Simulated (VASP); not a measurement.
Write the native input for VASP 6.6.1 that does the following.

```yaml
Task: single point
Functional: PBEsol
Potentials_or_basis: VASP PAW PBE potentials, release 64 (Mn_pv, O)
Cutoff: 520 eV
k_mesh: 5 × 5 × 5
Occupations: fermi-dirac, width 0.05 eV
Spin: collinear spin, ferromagnetic start
Starting_moments: "[6.0, 6.0, 6.0, 6.0, 0.0, 0.0, 0.0, 0.0, 0.0, 0.0, 0.0, 0.0] μB"
Fixed_moment: 24 μB
Dipole_correction: no
Further_INCAR_settings: ALGO = Normal; EDIFF = 1e-07; NBANDS = 66
```

The structure of MnO2 lies in POSCAR:

```
MnO2
1.0
    0.0000000000      4.0199925062      4.0199925062
    4.0199925062      0.0000000000      4.0199925062
    4.0199925062      4.0199925062      0.0000000000
Mn O
4 8
Direct
    0.1250000000      0.1250000000      0.1250000000
    0.1250000000      0.1250000000      0.6250000000
    0.6250000000      0.1250000000      0.1250000000
    0.1250000000      0.6250000000      0.1250000000
    0.3609537633      0.3609537633      0.3609537633
    0.3609537633      0.3609537633      0.9171387100
    0.9171387100      0.3609537633      0.3609537633
    0.3609537633      0.9171387100      0.3609537633
    0.8890462367      0.8890462367      0.3328612900
    0.8890462367      0.8890462367      0.8890462367
    0.8890462367      0.3328612900      0.8890462367
    0.3328612900      0.8890462367      0.8890462367
```

The input as run:

INCAR

```
PREC = Accurate ; ENCUT = 520
EDIFF = 1E-7 ; ISMEAR = -1
SIGMA = 0.05 ; LREAL = False
LASPH = True ; NELM = 150
ALGO = Normal ; ISIF = 2
LWAVE = False ; LCHARG = False
ISPIN = 2 ; MAGMOM = 6 6 6 6 0 0 0 0 0 0 0 0
LORBIT = 11 ; NUPDOWN = 24.0
LMAXMIX = 4 ; GGA = PS
NBANDS = 66
```

KPOINTS

```
regular mesh
0
Gamma
  5 5 5
```

Potentials or basis: VASP PAW PBE potentials, release 64 (Mn_pv, O).

The run is started by

```sh
$ cat potpaw_PBE.64/Mn_pv/POTCAR potpaw_PBE.64/O/POTCAR > POTCAR
$ mpirun -np 1 vasp_std > vasp.out
```

It gave:

| Property | Result |
| --- | --- |
| Pressure | 53.6 GPa |
| Largest force | 2.410 eV/Å |
| Net moment | 24.00 μB per cell |
| Site moments | Mn +3.96; O +0.79 μB |
| Valence electrons inside the program's atomic spheres | Mn 11.96; O 4.93 |

Caveat: the cell stands under pressure; the PAW data sets were made with another functional, which shifts forces and pressure a little; the total moment is fixed, so each spin has its own Fermi level; only a ferromagnetic start was run, and an antiferromagnetic order may lie lower in energy.

Run time: 3.7 min on 1 thread of Intel(R) Xeon(R) Platinum 8259CL CPU @ 2.50GHz (Skylake/Cascade Lake), with other jobs on the host, peak memory 0.36 GiB.
